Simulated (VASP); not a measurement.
A run of VASP 6.6.1:

File INCAR:

```
  PREC = Accurate
  ENCUT = 520
  EDIFF = 1E-6
  ISMEAR = 0
  SIGMA = 0.1
  LREAL = False
  LASPH = True
  NELM = 100
  ALGO = Normal
  ISIF = 2
  LWAVE = False
  LCHARG = False
  GGA = PE
  NBANDS = 30
```

The input KPOINTS:

```
regular mesh
0
Gamma
  6 6 4
```

POSCAR

```
Cu3As2
1.0
    4.0353073771      0.0000000000      0.0000000000
   -2.0176536886      3.4946787007      0.0000000000
    0.0000000000      0.0000000000      6.6101662683
Cu As
3 2
Direct
    0.0000000000      0.0000000000      0.0864614311
    0.3333333333      0.6666666667      0.6476404523
    0.6666666667      0.3333333333      0.1987872113
    0.3333333333      0.6666666667      0.0146045407
    0.6666666667      0.3333333333      0.5525063645
```

Potentials or basis: VASP PAW PBE potentials, release 64 (Cu, As).

Command:

```sh
$ cat potpaw_PBE.64/Cu/POTCAR potpaw_PBE.64/As/POTCAR > POTCAR
$ mpirun -np 1 vasp_std > vasp.out
```

Hardware: 1 thread of Intel(R) Xeon(R) 6975P-C (Granite Rapids), with other jobs on the host.

Problem. Estimate the wall time of this run.

Solution. Run time: 42 s on 1 thread of Intel(R) Xeon(R) 6975P-C (Granite Rapids), with other jobs on the host, peak memory 0.22 GiB. Counts: scf iterations 17, k points 24.
